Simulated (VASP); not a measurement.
A run of VASP 6.6.1 is set up as follows.

INCAR

```
SYSTEM = Sn
PREC = Accurate
ENCUT = 520
EDIFF = 1E-8
ISMEAR = -1
SIGMA = 0.05
LREAL = .FALSE.
LASPH = .TRUE.
NELM = 80
ALGO = Normal
ISIF = 2
LWAVE = .FALSE.
LCHARG = .FALSE.
LEFG = .TRUE.
NBANDS = 21
KPAR = 4
```

The input KPOINTS:

```
Automatic mesh
0
G
  15 15 15
  0 0 0
```

File POSCAR:

```
Sn
1.0
   -2.8933175000      2.9092240000      1.5906500000
    2.9092240000     -2.8933175000      1.5906500000
    2.9224760000      2.9224760000     -1.5614915000
Sn
2
Direct
    0.0000000000      0.0000000000      0.0000000000
    0.7500000000      0.2500000000      0.5000000000
```

Potentials or basis: VASP PAW LDA potentials, release 64 (Sn_d).

The run is started by

```bash
$ cat potpaw_LDA.64/Sn_d/POTCAR > POTCAR
$ mpirun -np 4 vasp_std > vasp.out
```

**Question.** Predict the pressure.

**Answer.** -1.8 GPa.

**Question.** Estimate the band gap on the k mesh.

**Answer.** Zero (bands 14 and 15 overlap by 4.32 eV).

**Question.** What does it give for the largest force?

**Answer.** 0.027 eV/Å.

Forces in eV/Å, atoms in the order of the input:
```
Sn  -0.019  0.019  0.000
Sn   0.019 -0.019  0.000
```

Caveat: the cell differs from its parent crystal (equal xy, yz and zx shear strains of +1 %); without QUAD_EFG the Cq values of the log hold for a quadrupole moment of 1 mb, not for the nuclei; spin-orbit coupling is left out, which moves the levels of the heavy elements.
